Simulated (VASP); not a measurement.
Input of a VASP 6.6.1 run:

File INCAR:

```
SYSTEM = Ir
  ALGO = Normal
  EDIFF = 1E-6
  ENCUT = 520
  GGA = PS
  ISIF = 2
  ISMEAR = -1
  LASPH = .TRUE.
  LCHARG = .FALSE.
  LREAL = .FALSE.
  LWAVE = .FALSE.
  NBANDS = 16
  NELM = 80
  PREC = Accurate
  SIGMA = 0.05
```

The input KPOINTS:

```
k-points
0
G
  3 13 4
  0 0 0
```

Contents of POSCAR:

```
Ir
1.0
   12.1563202096      0.0000000000      0.0000000000
    0.0000000000      2.2184400853      0.0000000000
    0.0000000000      0.0000000000      7.1447233776
Ir
2
Direct
    0.2500000000      0.0000000000      0.1639900000
    0.7500000000      0.0000000000      0.8360100000
```

Potentials or basis: VASP PAW PBE potentials, release 64 (Ir).

The run is started by

```sh
$ cat potpaw_PBE.64/Ir/POTCAR > POTCAR
$ mpirun -np 1 vasp_std > vasp.out
```

Task: Estimate the pressure.

Result: 0.7 GPa.

Task: Predict the band gap on the k mesh.

Result: Zero (bands 9 and 10 overlap by 3.52 eV).

Stress tensor (GPa, compression positive):
```
-0.03  0.00  0.00
 0.00  2.15  0.00
 0.00  0.00 -0.02
```

Caveat: the PAW data sets were made with another functional, which shifts forces and pressure a little; spin-orbit coupling is left out, which moves the levels of the heavy elements.
